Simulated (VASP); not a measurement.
# TiTe2 (P-3m1) in VASP: a series of runs

The runs below take TiTe2 through single point, relaxation of cell and atoms, with PBE.

Everything below comes from runs of VASP 6.6.1. Logs are shortened: lines on timing, memory, paths and dates and some standing lists are left out, and cuts for length are marked.

## (1) The cell of the first run

It takes space group P-3m1 (No. 164, trigonal). Conventional cell: a = 3.770 Å, b = 3.770 Å, c = 6.873 Å, α = 90.00°, β = 90.00°, γ = 120.00°. Ti (site symmetry -3m) has 6 Te at 2.78 Å within 3.7 Å. Te (site symmetry 3m) has 3 Ti at 2.78 Å within 3.7 Å.

## (2) Single point, PBE

INCAR

```
PREC = Accurate ; ENCUT = 520
EDIFF = 1E-7 ; ISMEAR = -1
SIGMA = 0.05 ; LREAL = False
LASPH = True ; NELM = 80
ALGO = Normal ; ISIF = 2
LWAVE = False ; LCHARG = False
GGA = PE ; NBANDS = 19
```

KPOINTS

```
Automatic mesh
0
Gamma
  11 11 6
```

POSCAR

```
TiTe2
1.0
    3.7702534429      0.0000000000      0.0000000000
   -1.8851267214      3.2651352602      0.0000000000
    0.0000000000      0.0000000000      6.8730229090
Ti Te
1 2
Direct
    0.0000000000      0.0000000000      0.0000000000
    0.6666666667      0.3333333333      0.2516574812
    0.3333333333      0.6666666667      0.7483425188
```

Potentials or basis: VASP PAW PBE potentials, release 64 (Ti_sv, Te).

Command:

```console
> cat potpaw_PBE.64/Ti_sv/POTCAR potpaw_PBE.64/Te/POTCAR > POTCAR
> mpirun -np 1 vasp_std > vasp.out
```

OUTCAR:

```text
PREC = Accurate
   ENCUT = 520
   EDIFF = 1E-7
   ISMEAR = -1
   LREAL = False
   LASPH = True
   NELM = 80
   ISIF = 2
   GGA = PE

 ion  position               nearest neighbor table
   1  0.000  0.000  0.000-   2 2.78   3 2.78   3 2.78   2 2.78   2 2.78   3 2.78
   2  0.667  0.333  0.252-   1 2.78   1 2.78   1 2.78
   3  0.333  0.667  0.748-   1 2.78   1 2.78   1 2.78

  LATTYP: Found a hexagonal cell.
 ALAT       =     3.7702534429
 C/A-ratio  =     1.8229604490

  Lattice vectors:

 A1 = (   3.7702534429,   0.0000000000,   0.0000000000)
 A2 = (  -1.8851267214,   3.2651352602,   0.0000000000)
 A3 = (   0.0000000000,   0.0000000000,   6.8730229090)

Analysis of symmetry for initial positions (statically):
=====================================================================
 Subroutine PRICEL returns:
 Original cell was already a primitive cell.

 Routine SETGRP: Setting up the symmetry group for a
 hexagonal supercell.

 Subroutine GETGRP returns: Found 12 space group operations
 (whereof 12 operations were pure point group operations)
 out of a pool of 24 trial point group operations.

The static configuration has the point symmetry D_3d.

Analysis of symmetry for dynamics (positions and initial velocities):
=====================================================================
 Subroutine PRICEL returns:
 Original cell was already a primitive cell.

 Routine SETGRP: Setting up the symmetry group for a
 hexagonal supercell.

 Subroutine GETGRP returns: Found 12 space group operations
 (whereof 12 operations were pure point group operations)
 out of a pool of 24 trial point group operations.

The dynamic configuration has the point symmetry D_3d.

 Subroutine INISYM returns: Found 12 space group operations
 (whereof 12 operations are pure point group operations),
 and found     1 'primitive' translations

----------------------------------------------------------------------------------------

                                     Primitive cell

  volume of cell :      84.6096

  direct lattice vectors                    reciprocal lattice vectors
     3.770253443  0.000000000  0.000000000     0.265234159  0.153133013  0.000000000
    -1.885126721  3.265135260  0.000000000     0.000000000  0.306266026  0.000000000
     0.000000000  0.000000000  6.873022909     0.000000000  0.000000000  0.145496387

  length of vectors
     3.770253443  3.770253443  6.873022909     0.306266026  0.306266026  0.145496387

  position of ions in fractional coordinates (direct lattice)
     0.000000000  0.000000000  0.000000000
     0.666666667  0.333333333  0.251657481
     0.333333333  0.666666667  0.748342519

  ion indices of the primitive-cell ions
   primitive index   ion index
                 1           1
                 2           2
                 3           3

----------------------------------------------------------------------------------------

 KPOINTS: Automatic mesh

Automatic generation of k-mesh.
 Grid dimensions read from file:
 generate k-points for:   11   11    6

 Generating k-lattice:

  Cartesian coordinates                     Fractional coordinates (reciprocal lattice)
     0.024112196  0.013921183  0.000000000     0.090909091  0.000000000  0.000000000
     0.000000000  0.027842366  0.000000000     0.000000000  0.090909091  0.000000000
     0.000000000  0.000000000  0.024249398     0.000000000  0.000000000  0.166666667

  Length of vectors
     0.027842366  0.027842366  0.024249398

  Shift w.r.t. Gamma in fractional coordinates (k-lattice)
     0.000000000  0.000000000  0.000000000

 Subroutine IBZKPT returns following result:
 ===========================================

 Found     84 irreducible k-points:

 Following reciprocal coordinates:
            Coordinates               Weight
  0.000000  0.000000  0.000000      1.000000
  0.090909 -0.000000  0.000000      6.000000
  0.181818  0.000000  0.000000      6.000000
  0.272727 -0.000000  0.000000      6.000000
  0.363636 -0.000000  0.000000      6.000000
  0.454545 -0.000000  0.000000      6.000000
[... 16 lines left out ...]
  0.000000  0.272727  0.166667      6.000000
  0.363636 -0.000000  0.166667      6.000000
 [... further k-points ...]
   k-points           NKPTS =     84   k-points in BZ     NKDIM =     84   number of bands    NBANDS=     19
   number of dos      NEDOS =    301   number of ions     NIONS =      3
   total plane-waves  NPLWV =  42336
   dimension x,y,z NGX =    28 NGY =   28 NGZ =   54
   dimension x,y,z NGXF=    56 NGYF=   56 NGZF=  108
   ions per type =               1   2
   NGX,Y,Z   is equivalent  to a cutoff of  12.35, 12.35, 13.06 a.u.
   NGXF,Y,Z  is equivalent  to a cutoff of  24.69, 24.69, 26.12 a.u.
 SYSTEM =  unknown system
   PREC   = accura    normal or accurate (medium, high low for compatibility)
   ISTART =      0    job   : 0-new  1-cont  2-samecut
   ICHARG =      2    charge: 1-file 2-atom 10-const
   ISPIN  =      1    spin polarized calculation?
   LNONCOLLINEAR =      F non collinear calculations
   LSORBIT =      F    spin-orbit coupling
   LASPH  =      T    aspherical Exc in radial PAW
   ENCUT  =  520.0 eV  38.22 Ry    6.18 a.u.   7.01  7.01 12.78*2*pi/ulx,y,z
   NELM   =     80;   NELMIN=  2; NELMDL= -5     # of ELM steps
   EDIFF  = 0.1E-06   stopping-criterion for ELM
   LREAL  =      F    real-space projection
   EDIFFG = 0.1E-05   stopping-criterion for IOM
   NSW    =      0    number of steps for IOM
   IBRION =     -1    ionic relax: 0-MD 1-quasi-New 2-CG
   NFREE  =      0    steps in history (QN), initial steepest desc. (CG)
   ISIF   =      2    stress and relaxation
   ISYM   =      2    0-nonsym 1-usesym 2-fastsym
   POTIM  = 0.5000    time-step for ionic-motion
   TEBEG  =    0.0;   TEEND  =   0.0 temperature during run
   PSTRESS=    0.0 pullay stress
   NELECT =      24.0000    total number of electrons
   NUPDOWN=      -1.0000    fix difference up-down
   EMIN   =  10.00;   EMAX   =-10.00  energy-range for DOS
   EFERMI =   0.00;   METHOD = LEGACY
   ISMEAR =    -1;   SIGMA  =   0.05  broadening in eV -4-tet -1-fermi 0-gaus
   EFERMI_NEDOS =   21; number of points for ismear=-14 and -15
   IALGO  =     38    algorithm
   IMIX   =      4    mixing-type and parameters
     AMIX     =   0.40;   BMIX     =  1.00
     AMIX_MAG =   1.60;   BMIX_MAG =  1.00
  volume/ion in A,a.u.               =      28.20       190.32
  Fermi-wavevector in a.u.,A,eV,Ry     =   1.075653  2.032689 15.742332  1.157029
  Thomas-Fermi vector in A             =   2.211515
   LORBIT       =      0    0 simple, 1 ext, 2 COOP (PROOUT), +10 PAW based schemes
   GGA     = PE    functional components
   LHFCALC =     F    Hartree Fock is set to
   AEXX    =    0.0000 exact exchange contribution
   IVDW    =     0    specifies the selected vdW correction
   LEPSILON=     F    determine dielectric tensor
   LRPA    =     F    only Hartree local field effects (RPA)
 non-spin polarized calculation
  energy-cutoff  :      520.00
  volume of cell :       84.61
 maximum number of plane-waves:      2300
   NGX = 13   NGY = 13   NGZ = 25

 number of electron      24.0000001 magnetization

 Free energy of the ion-electron system (eV)
  ---------------------------------------------------
  ext. energy  EPLUGINS =         0.00000000
  ---------------------------------------------------
  free energy    TOTEN  =       -16.22596025 eV

  energy without entropy =      -16.21558349  energy(sigma->0) =      -16.22077187

 E-fermi :   6.2005     XC(G=0):  -9.5642

 val. band max:        6.1929975634   @ k =   0.4545  -0.0000   0.0000
 cond. band min:       6.2119545428   @ k =   0.2727  -0.0000   0.1667
 fundamental gap:      0.0189569794
 Fermi energy:         6.2005169995

 k-point     1 :       0.0000    0.0000    0.0000
  band No.  band energies     occupation
      1     -51.3176      2.00000
      2     -27.5704      2.00000
      3     -27.5704      2.00000
      4     -27.5286      2.00000
      5      -6.0040      2.00000
      6      -4.8105      2.00000
[... 11 lines left out ...]
     18      11.5309      0.00000
     19      11.7252      0.00000

 k-point     2 :       0.0909   -0.0000    0.0000
  band No.  band energies     occupation
      1     -51.3173      2.00000
      2     -27.5737      2.00000
      3     -27.5711      2.00000
      4     -27.5278      2.00000
      5      -5.9134      2.00000
      6      -4.7580      2.00000
[... 11 lines left out ...]
     18      12.1064      0.00000
     19      12.1650      0.00000

 k-point     3 :       0.1818    0.0000    0.0000
  band No.  band energies     occupation
      1     -51.3167      2.00000
      2     -27.5825      2.00000
      3     -27.5732      2.00000
      4     -27.5258      2.00000
      5      -5.6516      2.00000
      6      -4.6117      2.00000
[... 11 lines left out ...]
     18      12.4057      0.00000
     19      12.6692      0.00000

 k-point     4 :       0.2727   -0.0000    0.0000
  band No.  band energies     occupation
      1     -51.3159      2.00000
      2     -27.5941      2.00000
      3     -27.5759      2.00000
      4     -27.5231      2.00000
      5      -5.2532      2.00000
      6      -4.4097      2.00000
[... 11 lines left out ...]
     18      11.8703      0.00000
     19      12.4456      0.00000

 k-point     5 :       0.3636   -0.0000    0.0000
  band No.  band energies     occupation
      1     -51.3151      2.00000
      2     -27.6047      2.00000
      3     -27.5783      2.00000
      4     -27.5207      2.00000
      5      -4.7907      2.00000
      6      -4.2277      2.00000
[... 11 lines left out ...]
     18      11.5142      0.00000
     19      11.8205      0.00000
[... 334 lines left out ...]
      2     -27.5825      2.00000
      3     -27.5732      2.00000
      4     -27.5258      2.00000
      5      -5.6013      2.00000
      6      -4.6933      2.00000
[... 11 lines left out ...]
     18      12.5928      0.00000
     19      12.6410      0.00000

 k-point    22 :       0.2727   -0.0000    0.1667
  band No.  band energies     occupation
      1     -51.3159      2.00000
      2     -27.5941      2.00000
      3     -27.5758      2.00000
      4     -27.5231      2.00000
      5      -5.2199      2.00000
      6      -4.4568      2.00000
[... 11 lines left out ...]
     18      11.5042      0.00000
     19      12.0967      0.00000

 k-point    23 :       0.0000    0.2727    0.1667
  band No.  band energies     occupation
      1     -51.3159      2.00000
      2     -27.5941      2.00000
      3     -27.5758      2.00000
      4     -27.5231      2.00000
      5      -5.2014      2.00000
      6      -4.4857      2.00000
[... 11 lines left out ...]
     18      11.7414      0.00000
     19      12.4570      0.00000

 k-point    24 :       0.3636   -0.0000    0.1667
  band No.  band energies     occupation
      1     -51.3151      2.00000
      2     -27.6047      2.00000
      3     -27.5783      2.00000
      4     -27.5207      2.00000
      5      -4.7807      2.00000
      6      -4.2363      2.00000
[... 11 lines left out ...]
     18      11.0151      0.00000
     19      11.5619      0.00000

 [... further k-points ...]
[... 5 lines left out ...]
  --------------------------------------------------------------------------------------
  -------------------------------------------------------------------------------------
  Total       -0.0046921     -0.0046921      0.0103609     -0.0000000      0.0000000      0.0000000
  in kB       -0.0888508     -0.0888508      0.1961956     -0.0000000      0.0000000      0.0000000
  external PRESSURE =       0.0061647 kB  Pullay stress =       0.0000000 kB

 VOLUME and BASIS-vectors are now :
 -----------------------------------------------------------------------------
  energy-cutoff  :      520.00
  volume of cell :       84.61
      direct lattice vectors                 reciprocal lattice vectors
     3.770253443  0.000000000  0.000000000     0.265234159  0.153133013  0.000000000
    -1.885126721  3.265135260  0.000000000     0.000000000  0.306266026  0.000000000
     0.000000000  0.000000000  6.873022909     0.000000000  0.000000000  0.145496387

 POSITION                                       TOTAL-FORCE (eV/Angst)
 -----------------------------------------------------------------------------------
      0.00000      0.00000      0.00000        -0.000000      0.000000      0.000000
      1.88513      1.08838      1.72965        -0.000000      0.000000      0.009185
     -0.00000      2.17676      5.14338         0.000000      0.000000     -0.009185
 -----------------------------------------------------------------------------------
    total drift:                                0.000000      0.000000      0.000000

  FREE ENERGIE OF THE ION-ELECTRON SYSTEM (eV)
  ---------------------------------------------------
  free  energy   TOTEN  =       -16.2259602492 eV

  energy  without entropy=      -16.2155834948  energy(sigma->0) =      -16.22077187
```

Run time: 70 s. Hardware: 1 thread of Intel Xeon 6975P-C (Granite Rapids), shared host; peak memory 0.28 GiB.

What came out:

```yaml
Free_energy: -16.2260 eV
Pressure: 0.0 GPa
Largest_force: 0.009 eV/Å
Band_gap_on_the_k_mesh: zero (band 12 reaches 6.60 eV, above the bottom of band 13 at 5.97 eV)
```

Forces in eV/Å, atoms in the order of the input:
```
Ti   0.000  0.000  0.000
Te   0.000  0.000  0.009
Te   0.000  0.000 -0.009
```

Caveat: spin-orbit coupling is left out, which moves the levels of the heavy elements; this functional lacks dispersion, which binds the layers, so the pressure and a relaxed spacing across them are unreliable.

## (3) Single point, PBE

INCAR

```
SYSTEM = TiTe2
ALGO     = Normal         ! electronic algorithm
EDIFF    = 1E-6           ! SCF threshold, eV
ENCUT    = 520            ! plane-wave cutoff, eV
GGA      = PE             ! functional
ISIF     = 2              ! what is computed and relaxed
ISMEAR   = -1             ! smearing method
LASPH    = .True.         ! aspherical terms in the spheres
LCHARG   = .False.        ! write CHGCAR
LREAL    = .False.        ! projectors in reciprocal space
LWAVE    = .False.        ! write WAVECAR
NBANDS   = 19             ! bands
NELM     = 80             ! most SCF steps
PREC     = Accurate       ! precision mode
SIGMA    = 0.05           ! smearing width, eV
```

KPOINTS

```
k-points
0
Gamma
  11 11 6
  0 0 0
```

POSCAR is that of step 2.

Potentials or basis: VASP PAW PBE potentials, release 64 (Ti_sv, Te).

Command:

```console
> cat potpaw_PBE.64/Ti_sv/POTCAR potpaw_PBE.64/Te/POTCAR > POTCAR
> mpirun -np 1 vasp_std > vasp.out
```

Wall time 61 s (1 thread of Intel Xeon 6975P-C (Granite Rapids), shared host); peak memory 0.28 GiB.

It converged, with:

- Free energy: -16.2260 eV
- Pressure: 0.0 GPa
- Largest force: 0.009 eV/Å
- Band gap on the k mesh: zero (band 12 reaches 6.60 eV, above the bottom of band 13 at 5.97 eV)

Forces in eV/Å, atoms in the order of the input:
```
Ti   0.000  0.000  0.000
Te   0.000  0.000  0.009
Te   0.000  0.000 -0.009
```

Levels at points of the mesh, in eV from the Fermi level:
```
           k point  band 8  band 9  band 10  band 11  band 12  band 13  band 14  band 15  band 16  band 17
(0.00, 0.00, 0.00)   -1.57   -1.57     0.02     0.31     0.40     0.40     1.10     1.10     3.16     3.16
(0.00, 0.00, 0.50)   -2.46   -1.54    -1.54     0.39     0.39     0.88     0.93     0.93     3.40     3.40
```

Caveat: spin-orbit coupling is left out, which moves the levels of the heavy elements; this functional lacks dispersion, which binds the layers, so the pressure and a relaxed spacing across them are unreliable.

## (4) Relaxation of cell and atoms, PBE

This run uses another cell than the first one, of 26.76 Å³/atom, 0.949 times its volume.

INCAR

```
SYSTEM = TiTe2
ALGO = Normal
EDIFF = 1E-6
EDIFFG = -0.005
ENCUT = 600
GGA = PE
IBRION = 2
ISIF = 3
ISMEAR = -1
LASPH = .TRUE.
LCHARG = .FALSE.
LREAL = .FALSE.
LWAVE = .FALSE.
NELM = 80
NSW = 70
PREC = Accurate
SIGMA = 0.05
```

KPOINTS

```
k-points
0
G
  11 11 6
  0 0 0
```

POSCAR

```
TiTe2
1.0
    3.7770000000      0.0000000000      0.0000000000
   -1.8885000000      3.2709779501      0.0000000000
    0.0000000000      0.0000000000      6.4980000000
Ti Te
1 2
Direct
    0.0000000000      0.0000000000      0.0000000000
    0.6666666667      0.3333333333      0.2628000000
    0.3333333333      0.6666666667      0.7372000000
```

Command:

```console
> cat potpaw_PBE.64/Ti_sv/POTCAR potpaw_PBE.64/Te/POTCAR > POTCAR
> mpirun -np 1 vasp_std > vasp.out
```

Wall time 7.4 min (1 thread of Intel Xeon 6975P-C (Granite Rapids), shared host); peak memory 0.32 GiB.

Results (log left out):

```
Free energy                            : -16.2254 eV
Relaxed volume                         : 28.02 Å³/atom
Relaxed cell                           : a = 3.771 Å, b = 3.771 Å, c = 6.825 Å, α = 90.00°, β = 90.00°, γ = 120.00°
Space group after relaxing (to 0.05 Å) : P-3m1 (No. 164)
Energy gained by relaxing              : 4.7 meV/atom
Ionic steps                            : 13
Pressure after relaxing                : 0.0 GPa
Band gap on the k mesh                 : zero (band 12 reaches 6.67 eV, above the bottom of band 13 at 6.04 eV)
```

Step by step:
```
step  energy change (eV)  largest force (eV/Å)  pressure (GPa)  volume (Å³)
   1              0.0000                0.0389            0.90        80.28
   2             -0.0034                0.1856           -0.53        82.03
   3             -0.0042                0.1164           -0.10        81.48
   4             -0.0063                0.1075           -0.06        81.61
   5             -0.0102                0.0837            0.09        81.98
   6             -0.0096                0.0461            0.49        82.67
   7             -0.0112                0.0617            0.26        82.32
   8             -0.0129                0.0729           -0.06        83.24
   9             -0.0132                0.0794           -0.18        83.67
  10             -0.0130                0.0912           -0.46        84.54
  11             -0.0133                0.0829           -0.28        83.94
  12             -0.0141                0.0147            0.06        84.08
  13             -0.0141                0.0014            0.01        84.06
```

Final structure:
```yaml
crystal:
  lattice:
    - [3.77105, 0.00000, 0.00000]
    - [-1.88552, 3.26582, 0.00000]
    - [0.00000, 0.00000, 6.82523]
  atoms:
    - { symbol: Ti, position: [0.00000, 0.00000, 0.00000] }
    - { symbol: Te, position: [0.66667, 0.33333, 0.25331] }
    - { symbol: Te, position: [0.33333, 0.66667, 0.74669] }
```

Levels at points of the mesh, in eV from the Fermi level:
```csv
k point,band 10,band 11,band 12,band 13,band 14,band 15
"(0.00, 0.00, 0.00)",0.08,0.31,0.39,0.39,1.09,1.09
"(0.00, 0.00, 0.50)",-1.55,0.39,0.39,0.89,0.90,0.90
```

Caveat: spin-orbit coupling is left out, which moves the levels of the heavy elements; this functional lacks dispersion, which binds the layers, so the pressure and a relaxed spacing across them are unreliable.
